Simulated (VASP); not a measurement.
Input of a VASP 6.6.1 run:

INCAR

```
SYSTEM = F
  ALGO = Normal
  EDIFF = 1E-7
  ENCUT = 520
  GGA = PE
  ISIF = 2
  ISMEAR = 0
  IVDW = 12
  LASPH = .TRUE.
  LCHARG = .FALSE.
  LREAL = .FALSE.
  LWAVE = .FALSE.
  NBANDS = 22
  NELM = 60
  PREC = Accurate
  SIGMA = 0.05
```

KPOINTS

```
k-points
0
G
  8 8 4
  0 0 0
```

POSCAR

```
F
1.0
    2.6170051591     -1.8021180840      0.2761802334
    2.6170051591      1.8021180840      0.2761802334
   -0.8315878613      0.0000000000      6.7890323966
F
4
Direct
    0.9138648456      0.5855481450      0.0939279973
    0.4144518550      0.0861351544      0.4060720027
    0.0861351544      0.4144518550      0.9060720027
    0.5855481450      0.9138648456      0.5939279973
```

Potentials or basis: VASP PAW PBE potentials, release 64 (F).

The run is started by

```sh
$ cat potpaw_PBE.64/F/POTCAR > POTCAR
$ mpirun -np 1 vasp_std > vasp.out
```

**Question.** Predict the band gap on the k mesh.

**Answer.** 2.82 eV.

**Question.** Predict the largest force.

**Answer.** 0.061 eV/Å.

**Question.** What does it give for the dispersion energy per atom?

**Answer.** -0.029 eV.

Stress tensor (GPa, compression positive):
```
-0.07  0.00  0.03
 0.00 -0.27  0.00
 0.03  0.00 -0.19
```

A k mesh can miss the band edges.
